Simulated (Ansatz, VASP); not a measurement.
## Sb in VASP and in Ansatz

```xyz
1
Lattice="3.0417 0.0000 0.0000 0.0000 3.0417 0.0000 0.0000 0.0000 3.0417" Properties=species:S:1:pos:R:3 pbc="T T T"
Sb    0.0000    0.0000    0.0000
```

Change from the starting cell: functional lda, volume scaled by 0.96, PAW files.

Alike in both runs: task electric field gradients; functional LDA; k mesh 12 × 12 × 12; occupations fermi-dirac, width 0.05 eV; no spin polarisation.

|  | VASP | Ansatz |
| --- | --- | --- |
| version | VASP 6.6.1 | Ansatz 0.2.0 |
| potentials or method | VASP PAW LDA potentials, release 64 (Sb) | PAW with Ansatz's default frozen-core files, scalar-relativistic |
| plane-wave cutoff (eV) | 400 | 420 |
| valence electrons in the cell | 5 | 15 |

|  | VASP | Ansatz | Ansatz less VASP |
| --- | --- | --- | --- |
| pressure (GPa) | 0.2 | 0.0 | -0.21 |

LDA's correlation is that of Perdew and Zunger in VASP and of Perdew and Wang (1992) in Ansatz. VASP's potentials hold 5 valence electrons a cell and Ansatz's 15, so a difference there can come from the potentials and not from the codes.

Neither program's run includes spin-orbit coupling.
